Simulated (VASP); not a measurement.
Set up this calculation in VASP 6.6.1, as the native input.

* Task: single point
* Functional: PBEsol
* Potentials or basis: VASP PAW PBE potentials, release 64 (Al)
* Cutoff: 520 eV
* k mesh: 18 × 18 × 18
* Occupations: gaussian, width 0.1 eV
* Spin: no spin polarisation
* Dipole correction: no
* Further INCAR settings: ALGO = Normal; EDIFF = 1e-06; NBANDS = 8

The structure of Al lies in POSCAR:

```
Al
1.0
    0.0000000000      1.9842494519      1.9842494519
    1.9842494519      0.0000000000      1.9842494519
    1.9842494519      1.9842494519      0.0000000000
Al
1
Direct
    0.0000000000      0.0000000000      0.0000000000
```

One way to write it, as run:

INCAR

```
PREC = Accurate
ENCUT = 520
EDIFF = 1E-6
ISMEAR = 0
SIGMA = 0.1
LREAL = F
LASPH = T
NELM = 80
ALGO = Normal
ISIF = 2
LWAVE = F
LCHARG = F
GGA = PS
NBANDS = 8
```

KPOINTS

```
regular mesh
0
Gamma
  18 18 18
```

Potentials or basis: VASP PAW PBE potentials, release 64 (Al).

Command:

```bash
$ cat potpaw_PBE.64/Al/POTCAR > POTCAR
$ mpirun -np 1 vasp_std > vasp.out
```

Results of the run:

```yaml
Pressure: 3.1 GPa
```

Caveat: the PAW data sets were made with another functional, which shifts forces and pressure a little.

Wall time 18 s on 1 thread of Intel Xeon 8259CL, on a shared host, peak memory 0.14 GiB.
